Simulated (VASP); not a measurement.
Here is a VASP 6.6.1 calculation.

Contents of INCAR:

```
PREC = Accurate
ENCUT = 520
EDIFF = 1E-8
ISMEAR = -1
SIGMA = 0.15
LREAL = F
LASPH = T
NELM = 80
ALGO = Normal
ISIF = 2
LWAVE = F
LCHARG = F
NBANDS = 20
IBRION = 8
NSW = 1
```

File KPOINTS:

```
regular mesh
0
Gamma
  12 12 12
```

Contents of POSCAR:

```
ZrPb
1.0
    3.6501000000      0.0000000000      0.0000000000
    0.0000000000      3.6501000000      0.0000000000
    0.0000000000      0.0000000000      3.6501000000
Zr Pb
1 1
Direct
    0.0000000000      0.0000000000      0.0000000000
    0.5000000000      0.5000000000      0.5000000000
```

Potentials or basis: VASP PAW LDA potentials, release 64 (Zr_sv, Pb_d).

Launch:

```sh
$ cat potpaw_LDA.64/Zr_sv/POTCAR potpaw_LDA.64/Pb_d/POTCAR > POTCAR
$ mpirun -np 1 vasp_std > vasp.out
```

(1) Predict the highest phonon frequency at Γ.

Results:

(1) 128 cm⁻¹.

Caveat: the cell stands under pressure or tension, which shifts response properties.
